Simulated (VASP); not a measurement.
# Ba3TiO5 (I4/mcm) in VASP: a series of runs

The runs below take Ba3TiO5 through single point, with PBEsol.

Everything below comes from runs of VASP 6.6.1. Logs are shortened: lines on timing, memory, paths and dates and some standing lists are left out, and cuts for length are marked.

### Step 1. The cell of the first run

It takes space group I4/mcm (No. 140, tetragonal). The conventional cell has a = 7.134 Å, b = 7.134 Å, c = 11.746 Å, α = 90.00°, β = 90.00°, γ = 90.00°. Within 4.0 Å of Ba (site symmetry 422) lie 10 O at 2.94 to 2.96 Å and 4 Ti at 3.57 Å and 8 Ba at 3.94 Å. Ba (site symmetry m2m) has 10 O at 2.59 to 4.05 Å and 2 Ti at 3.44 Å and 9 Ba at 3.57 to 3.94 Å within 4.1 Å. Ti (site symmetry -42m) has 4 O at 1.80 Å within 2.4 Å. Within 2.4 Å of O (site symmetry m) lie 1 Ti at 1.80 Å. O (site symmetry 4/m) has 6 Ba at 2.63 to 2.94 Å and 8 O at 3.31 Å within 3.5 Å.

### Step 2. Single point, PBEsol (16.60 Å³/atom)

The input, INCAR:

```
SYSTEM = Ba3TiO5
  PREC = Accurate
  ENCUT = 520
  EDIFF = 1E-7
  ISMEAR = 0
  SIGMA = 0.02
  LREAL = Auto
  LASPH = .TRUE.
  NELM = 60
  ALGO = Normal
  ISIF = 2
  LWAVE = .FALSE.
  LCHARG = .TRUE.
  GGA = PS
  LELF = .TRUE.
  LVHAR = .TRUE.
  NBANDS = 87
```

The input, KPOINTS:

```
regular mesh
0
G
  6 6 6
  0 0 0
```

The input, POSCAR:

```
Ba3TiO5
1.0
   -3.5668207228      3.5668207228      5.8728599669
    3.5668207228     -3.5668207228      5.8728599669
    3.5668207228      3.5668207228     -5.8728599669
Ba Ti O
6 2 10
Direct
    0.2500000000      0.2500000000      0.0000000000
    0.7500000000      0.7500000000      0.0000000000
    0.1767272424      0.6767272424      0.8534544848
    0.8232727576      0.3232727576      0.1465455152
    0.6767272424      0.8232727576      0.5000000000
    0.3232727576      0.1767272424      0.5000000000
    0.7500000000      0.2500000000      0.5000000000
    0.2500000000      0.7500000000      0.5000000000
    0.7989948641      0.2989948641      0.7843653475
    0.2010051359      0.7010051359      0.2156346525
    0.5146295166      0.0146295166      0.2156346525
    0.2989948641      0.5146295166      0.5000000000
    0.9853704834      0.2010051359      0.5000000000
    0.4853704834      0.9853704834      0.7843653475
    0.7010051359      0.4853704834      0.5000000000
    0.0146295166      0.7989948641      0.5000000000
    0.0000000000      0.0000000000      0.0000000000
    0.5000000000      0.5000000000      0.0000000000
```

Potentials or basis: VASP PAW PBE potentials, release 64 (Ba_sv, Ti_sv, O).

Command:

```console
$ cat potpaw_PBE.64/Ba_sv/POTCAR potpaw_PBE.64/Ti_sv/POTCAR potpaw_PBE.64/O/POTCAR > POTCAR
$ mpirun -np 1 vasp_std > vasp.out
```

OUTCAR:

```text
SYSTEM = Ba3TiO5
   PREC = Accurate
   ENCUT = 520
   EDIFF = 1E-7
   ISMEAR = 0
   LREAL = Auto
   LASPH = .TRUE.
   NELM = 60
   ISIF = 2
   GGA = PS

 ion  position               nearest neighbor table
   1  0.250  0.250  0.000-  17 2.94  18 2.94  11 2.96  12 2.96  14 2.96  15 2.96   9 2.96  10 2.96
                            13 2.96  16 2.96   7 3.57   8 3.57   8 3.57   7 3.57   6 3.94   6 3.94
   2  0.750  0.750  0.000-  17 2.94  18 2.94  11 2.96  13 2.96  14 2.96  16 2.96   9 2.96  10 2.96
                            12 2.96  15 2.96   7 3.57   8 3.57   7 3.57   8 3.57   5 3.94   5 3.94
   3  0.177  0.677  0.853-  10 2.59  11 2.59  17 2.63  18 2.63  12 2.94  16 2.94  15 2.94  13 2.94
                             7 3.44   8 3.44   4 3.57   6 3.72   5 3.72   6 3.72   5 3.72   1 3.94
   4  0.823  0.323  0.147-   9 2.59  14 2.59  17 2.63  18 2.63  13 2.94  15 2.94  12 2.94  16 2.94
                             7 3.44   8 3.44   3 3.57   5 3.72   6 3.72   5 3.72   6 3.72   2 3.94
   5  0.677  0.823  0.500-  15 2.59  16 2.59  17 2.63  18 2.63   9 2.94  10 2.94  11 2.94  14 2.94
                             7 3.44   8 3.44   6 3.57   3 3.72   4 3.72   4 3.72   3 3.72   2 3.94
   6  0.323  0.177  0.500-  12 2.59  13 2.59  18 2.63  17 2.63  10 2.94  14 2.94  11 2.94   9 2.94
                             7 3.44   8 3.44   5 3.57   3 3.72   4 3.72   3 3.72   4 3.72   1 3.94
   7  0.750  0.250  0.500-   9 1.80  11 1.80  13 1.80  15 1.80   3 3.44   4 3.44   5 3.44   6 3.44
                             1 3.57   2 3.57   2 3.57   1 3.57
   8  0.250  0.750  0.500-  10 1.80  12 1.80  14 1.80  16 1.80   3 3.44   4 3.44   5 3.44   6 3.44
                             1 3.57   2 3.57   1 3.57   2 3.57
   9  0.799  0.299  0.784-   7 1.80   4 2.59   6 2.94   5 2.94   1 2.96   2 2.96
  10  0.201  0.701  0.216-   8 1.80   3 2.59   6 2.94   5 2.94   1 2.96   2 2.96
  11  0.515  0.015  0.216-   7 1.80   3 2.59   6 2.94   5 2.94   1 2.96   2 2.96
  12  0.299  0.515  0.500-   8 1.80   6 2.59   3 2.94   4 2.94   2 2.96   1 2.96
  13  0.985  0.201  0.500-   7 1.80   6 2.59   4 2.94   3 2.94   1 2.96   2 2.96
  14  0.485  0.985  0.784-   8 1.80   4 2.59   6 2.94   5 2.94   1 2.96   2 2.96
  15  0.701  0.485  0.500-   7 1.80   5 2.59   4 2.94   3 2.94   2 2.96   1 2.96
  16  0.015  0.799  0.500-   8 1.80   5 2.59   3 2.94   4 2.94   1 2.96   2 2.96
  17  0.000  0.000  0.000-   3 2.63   4 2.63   6 2.63   5 2.63   1 2.94   2 2.94
  18  0.500  0.500  0.000-   3 2.63   4 2.63   5 2.63   6 2.63   1 2.94   2 2.94

  LATTYP: Found a body centered tetragonal cell.
 ALAT       =     7.1336414456
 C/A-ratio  =     1.6465251335

  Lattice vectors:

 A1 = (  -3.5668207228,   3.5668207228,   5.8728599669)
 A2 = (   3.5668207228,  -3.5668207228,   5.8728599669)
 A3 = (   3.5668207228,   3.5668207228,  -5.8728599669)

Analysis of symmetry for initial positions (statically):
=====================================================================
 Subroutine PRICEL returns:
 Original cell was already a primitive cell.

 Routine SETGRP: Setting up the symmetry group for a
 body centered tetragonal supercell.

 Subroutine GETGRP returns: Found 16 space group operations
 (whereof  8 operations were pure point group operations)
 out of a pool of 16 trial point group operations.

The static configuration has the point symmetry C_4h.
 The point group associated with its full space group is D_4h.

Analysis of symmetry for dynamics (positions and initial velocities):
=====================================================================
 Subroutine PRICEL returns:
 Original cell was already a primitive cell.

 Routine SETGRP: Setting up the symmetry group for a
 body centered tetragonal supercell.

 Subroutine GETGRP returns: Found 16 space group operations
 (whereof  8 operations were pure point group operations)
 out of a pool of 16 trial point group operations.

The dynamic configuration has the point symmetry C_4h.
 The point group associated with its full space group is D_4h.

 Subroutine INISYM returns: Found 16 space group operations
 (whereof  8 operations are pure point group operations),
 and found     1 'primitive' translations

----------------------------------------------------------------------------------------

                                     Primitive cell

  volume of cell :     298.8630

  direct lattice vectors                    reciprocal lattice vectors
    -3.566820723  3.566820723  5.872859967     0.000000000  0.140180861  0.085137395
     3.566820723 -3.566820723  5.872859967     0.140180861  0.000000000  0.085137395
     3.566820723  3.566820723 -5.872859967     0.140180861  0.140180861  0.000000000

  length of vectors
     7.741763645  7.741763645  7.741763645     0.164009298  0.164009298  0.198245675

  position of ions in fractional coordinates (direct lattice)
     0.250000000  0.250000000  0.000000000
[... 53 lines left out ...]

  Length of vectors
     0.027334883  0.027334883  0.033040946

  Shift w.r.t. Gamma in fractional coordinates (k-lattice)
     0.000000000  0.000000000  0.000000000

 Subroutine IBZKPT returns following result:
 ===========================================

 Found     30 irreducible k-points:

 Following reciprocal coordinates:
            Coordinates               Weight
  0.000000  0.000000  0.000000      1.000000
  0.166667 -0.000000  0.000000      8.000000
  0.333333 -0.000000  0.000000      8.000000
  0.500000  0.000000  0.000000      4.000000
  0.166667  0.166667  0.000000      8.000000
  0.333333  0.166667  0.000000     16.000000
[... 16 lines left out ...]
 -0.333333 -0.333333  0.166667      8.000000
 -0.166667 -0.333333  0.166667      8.000000
 [... further k-points ...]
   k-points           NKPTS =     30   k-points in BZ     NKDIM =     30   number of bands    NBANDS=     87
   number of dos      NEDOS =    301   number of ions     NIONS =     18
   total plane-waves  NPLWV = 216000
   dimension x,y,z NGX =    60 NGY =   60 NGZ =   60
   dimension x,y,z NGXF=   120 NGYF=  120 NGZF=  120
   ions per type =               6   2  10
   NGX,Y,Z   is equivalent  to a cutoff of  12.88, 12.88, 12.88 a.u.
   NGXF,Y,Z  is equivalent  to a cutoff of  25.77, 25.77, 25.77 a.u.
 SYSTEM =  Ba3TiO5
   PREC   = accura    normal or accurate (medium, high low for compatibility)
   ISTART =      0    job   : 0-new  1-cont  2-samecut
   ICHARG =      2    charge: 1-file 2-atom 10-const
   ISPIN  =      1    spin polarized calculation?
   LNONCOLLINEAR =      F non collinear calculations
   LSORBIT =      F    spin-orbit coupling
   LASPH  =      T    aspherical Exc in radial PAW
   ENCUT  =  520.0 eV  38.22 Ry    6.18 a.u.  14.39 14.39 14.39*2*pi/ulx,y,z
   NELM   =     60;   NELMIN=  2; NELMDL= -5     # of ELM steps
   EDIFF  = 0.1E-06   stopping-criterion for ELM
   LREAL  =      T    real-space projection
   EDIFFG = 0.1E-05   stopping-criterion for IOM
   NSW    =      0    number of steps for IOM
   IBRION =     -1    ionic relax: 0-MD 1-quasi-New 2-CG
   NFREE  =      0    steps in history (QN), initial steepest desc. (CG)
   ISIF   =      2    stress and relaxation
   ISYM   =      2    0-nonsym 1-usesym 2-fastsym
   POTIM  = 0.5000    time-step for ionic-motion
   TEBEG  =    0.0;   TEEND  =   0.0 temperature during run
   PSTRESS=    0.0 pullay stress
   NELECT =     144.0000    total number of electrons
   NUPDOWN=      -1.0000    fix difference up-down
   EMIN   =  10.00;   EMAX   =-10.00  energy-range for DOS
   EFERMI =   0.00;   METHOD = LEGACY
   ISMEAR =     0;   SIGMA  =   0.02  broadening in eV -4-tet -1-fermi 0-gaus
   EFERMI_NEDOS =   21; number of points for ismear=-14 and -15
   IALGO  =     38    algorithm
   IMIX   =      4    mixing-type and parameters
     AMIX     =   0.40;   BMIX     =  1.00
     AMIX_MAG =   1.60;   BMIX_MAG =  1.00
  volume/ion in A,a.u.               =      16.60       112.05
  Fermi-wavevector in a.u.,A,eV,Ry     =   1.283428  2.425328 22.411354  1.647188
  Thomas-Fermi vector in A             =   2.415682
   LORBIT       =      0    0 simple, 1 ext, 2 COOP (PROOUT), +10 PAW based schemes
   GGA     = PS    functional components
   LHFCALC =     F    Hartree Fock is set to
   AEXX    =    0.0000 exact exchange contribution
   IVDW    =     0    specifies the selected vdW correction
   LEPSILON=     F    determine dielectric tensor
   LRPA    =     F    only Hartree local field effects (RPA)
 non-spin polarized calculation
 Gauss-broadening in eV      SIGMA  =   0.02
  energy-cutoff  :      520.00
  volume of cell :      298.86
 maximum number of plane-waves:      8105
 NGX is ok and might be reduce to    60
   NGX = 29   NGY = 29   NGZ = 29

 number of electron     144.0000027 magnetization

 Free energy of the ion-electron system (eV)
  ---------------------------------------------------
  ext. energy  EPLUGINS =         0.00000000
  ---------------------------------------------------
  free energy    TOTEN  =      -134.22692647 eV

  energy without entropy =     -134.22692647  energy(sigma->0) =     -134.22692647

 E-fermi :   3.4481     XC(G=0): -10.5420

 val. band max:        3.1806661610   @ k =   0.0000   0.0000   0.0000
 cond. band min:       5.7293533364   @ k =   0.5000   0.5000   0.5000
 fundamental gap:      2.5486871754
 Fermi energy:         3.4481015157

 k-point     1 :       0.0000    0.0000    0.0000
  band No.  band energies     occupation
      1     -52.7599      2.00000
      2     -52.7599      2.00000
      3     -29.3525      2.00000
      4     -29.3522      2.00000
      5     -29.3214      2.00000
      6     -29.3214      2.00000
[... 2077 lines left out ...]
     83       7.8360      0.00000
     84       7.8403      0.00000

 [... further k-points ...]

 [bands above 84 left out]

------------------------ aborting loop because EDIFF is reached ----------------------------------------

  FORCE on cell =-STRESS in cart. coord.  units (eV):
  Direction    XX          YY          ZZ          XY          YZ          ZX
  --------------------------------------------------------------------------------------
  -------------------------------------------------------------------------------------
  Total        8.3435362      8.3435362      7.6984283      0.0000000      0.0000000      0.0000000
  in kB       44.7289329     44.7289329     41.2705684      0.0000000      0.0000000      0.0000000
  external PRESSURE =      43.5761447 kB  Pullay stress =       0.0000000 kB

 VOLUME and BASIS-vectors are now :
 -----------------------------------------------------------------------------
  energy-cutoff  :      520.00
  volume of cell :      298.86
      direct lattice vectors                 reciprocal lattice vectors
    -3.566820723  3.566820723  5.872859967     0.000000000  0.140180861  0.085137395
     3.566820723 -3.566820723  5.872859967     0.140180861  0.000000000  0.085137395
     3.566820723  3.566820723 -5.872859967     0.140180861  0.140180861  0.000000000

 POSITION                                       TOTAL-FORCE (eV/Angst)
 -----------------------------------------------------------------------------------
      0.00000      0.00000      2.93643         0.000000      0.000000     -0.000000
      0.00000      0.00000      8.80929         0.000000      0.000000     -0.000000
      4.82753      1.26071      0.00000        -0.118221     -0.118221      0.000000
     -1.26071      2.30611      5.87286         0.118221      0.118221     -0.000000
      2.30611      1.26071      5.87286         0.118221     -0.118221     -0.000000
      1.26071      2.30611      0.00000        -0.118221      0.118221     -0.000000
[... 10 lines left out ...]
      0.00000      0.00000      0.00000         0.000000      0.000000     -0.000000
      0.00000      0.00000      5.87286         0.000000     -0.000000     -0.000000
 -----------------------------------------------------------------------------------
    total drift:                               -0.000000      0.000000      0.000000

  FREE ENERGIE OF THE ION-ELECTRON SYSTEM (eV)
  ---------------------------------------------------
  free  energy   TOTEN  =      -134.2269264739 eV

  energy  without entropy=     -134.2269264739  energy(sigma->0) =     -134.22692647
```

Wall time 31 min (1 thread of Intel Xeon Platinum 8488C (Sapphire Rapids), shared host); peak memory 0.79 GiB.

Results:

- Free energy: -134.2269 eV
- Pressure: 4.4 GPa
- Largest force: 0.167 eV/Å
- Band gap on the k mesh: 2.55 eV (least direct gap 2.56 eV)

Forces in eV/Å, atoms in the order of the input:
```
Ba   0.000  0.000  0.000
Ba   0.000  0.000  0.000
Ba  -0.118 -0.118  0.000
Ba   0.118  0.118  0.000
Ba   0.118 -0.118  0.000
Ba  -0.118  0.118  0.000
Ti   0.000  0.000  0.000
Ti   0.000  0.000  0.000
O   -0.007 -0.007  0.043
O    0.007  0.007 -0.043
O    0.007  0.007  0.043
O    0.007 -0.007  0.043
O    0.007 -0.007 -0.043
O   -0.007 -0.007 -0.043
O   -0.007  0.007 -0.043
O   -0.007  0.007  0.043
O    0.000  0.000  0.000
O    0.000  0.000  0.000
```

Stress tensor (GPa, compression positive):
```
4.47 0.00 0.00
0.00 4.47 0.00
0.00 0.00 4.13
```

Levels at points of the mesh, in eV from the valence-band top:
```
           k point  band 70  band 71  band 72  band 73  band 74  band 75
(0.00, 0.00, 0.00)    -0.42     0.00     0.00     2.88     3.19     3.48
(0.50, 0.00, 0.00)    -0.73    -0.71    -0.71     3.20     3.20     3.45
(0.50, 0.50, 0.00)    -0.56    -0.17    -0.09     2.59     3.35     3.58
(0.50, 0.50, 0.50)    -0.51    -0.01    -0.01     2.55     3.05     3.59
```

Caveat: the cell stands under pressure; the PAW data sets were made with another functional, which shifts forces and pressure a little; spin-orbit coupling is left out, which moves the levels of the heavy elements.

### Step 3. Single point, PBEsol

This run uses another cell than the first one, of 17.12 Å³/atom.

The input, INCAR:

```
SYSTEM = Ba3TiO5
PREC = Accurate
ENCUT = 520
EDIFF = 1E-6
ISMEAR = 0
SIGMA = 0.02
LREAL = Auto
LASPH = .TRUE.
NELM = 80
ALGO = Normal
ISIF = 2
LWAVE = .FALSE.
LCHARG = .FALSE.
GGA = PS
NBANDS = 87
```

KPOINTS is that of step 2.

The input, POSCAR:

```
Ba3TiO5
1.0
   -3.6114173029      3.6114173029      5.9058868849
    3.6114173029     -3.6114173029      5.9058868849
    3.6114173029      3.6114173029     -5.9058868849
Ba Ti O
6 2 10
Direct
    0.2500000000      0.2500000000      0.0000000000
    0.7500000000      0.7500000000      0.0000000000
    0.1790499510      0.6790499510      0.8580999019
    0.8209500490      0.3209500490      0.1419000981
    0.6790499510      0.8209500490      0.5000000000
    0.3209500490      0.1790499510      0.5000000000
    0.7500000000      0.2500000000      0.5000000000
    0.2500000000      0.7500000000      0.5000000000
    0.7974804422      0.2974804422      0.7812386621
    0.2025195578      0.7025195578      0.2187613379
    0.5162417801      0.0162417801      0.2187613379
    0.2974804422      0.5162417801      0.5000000000
    0.9837582199      0.2025195578      0.5000000000
    0.4837582199      0.9837582199      0.7812386621
    0.7025195578      0.4837582199      0.5000000000
    0.0162417801      0.7974804422      0.5000000000
    0.0000000000      0.0000000000      0.0000000000
    0.5000000000      0.5000000000      0.0000000000
```

Potentials or basis: VASP PAW PBE potentials, release 64 (Ba_sv, Ti_sv, O).

Command:

```console
$ cat potpaw_PBE.64/Ba_sv/POTCAR potpaw_PBE.64/Ti_sv/POTCAR potpaw_PBE.64/O/POTCAR > POTCAR
$ mpirun -np 1 vasp_std > vasp.out
```

It took 58 min on 1 thread of Oxide Virtual Turin-like, shared host; peak memory 0.77 GiB.

Results (log left out):

* Free energy: -134.3940 eV
* Pressure: 1.7 GPa
* Largest force: 0.163 eV/Å
* Band gap on the k mesh: 2.61 eV (least direct gap 2.62 eV)

Forces on the atoms (eV/Å):
```
Ba   0.000  0.000  0.000
Ba   0.000  0.000  0.000
Ba  -0.115 -0.115  0.000
Ba   0.115  0.115  0.000
Ba   0.115 -0.115  0.000
Ba  -0.115  0.115  0.000
Ti   0.000  0.000  0.000
Ti   0.000  0.000  0.000
O    0.004  0.004  0.030
O   -0.004 -0.004 -0.030
O   -0.004 -0.004  0.030
O   -0.004  0.004  0.030
O   -0.004  0.004 -0.030
O    0.004  0.004 -0.030
O    0.004 -0.004 -0.030
O    0.004 -0.004  0.030
O    0.000  0.000  0.000
O    0.000  0.000  0.000
```

Stress tensor (GPa, compression positive):
```
1.78 0.00 0.00
0.00 1.78 0.00
0.00 0.00 1.53
```

Levels at points of the mesh, in eV from the valence-band top:
| k point | band 70 | band 71 | band 72 | band 73 | band 74 | band 75 |
| --- | --- | --- | --- | --- | --- | --- |
| (0.00, 0.00, 0.00) | -0.38 | 0.00 | 0.00 | 2.94 | 3.21 | 3.51 |
| (0.50, 0.00, 0.00) | -0.71 | -0.68 | -0.68 | 3.23 | 3.23 | 3.49 |
| (0.50, 0.50, 0.00) | -0.52 | -0.16 | -0.09 | 2.65 | 3.39 | 3.61 |
| (0.50, 0.50, 0.50) | -0.47 | -0.01 | -0.01 | 2.61 | 3.11 | 3.62 |

Caveat: the PAW data sets were made with another functional, which shifts forces and pressure a little; spin-orbit coupling is left out, which moves the levels of the heavy elements. A k mesh can miss the band edges.
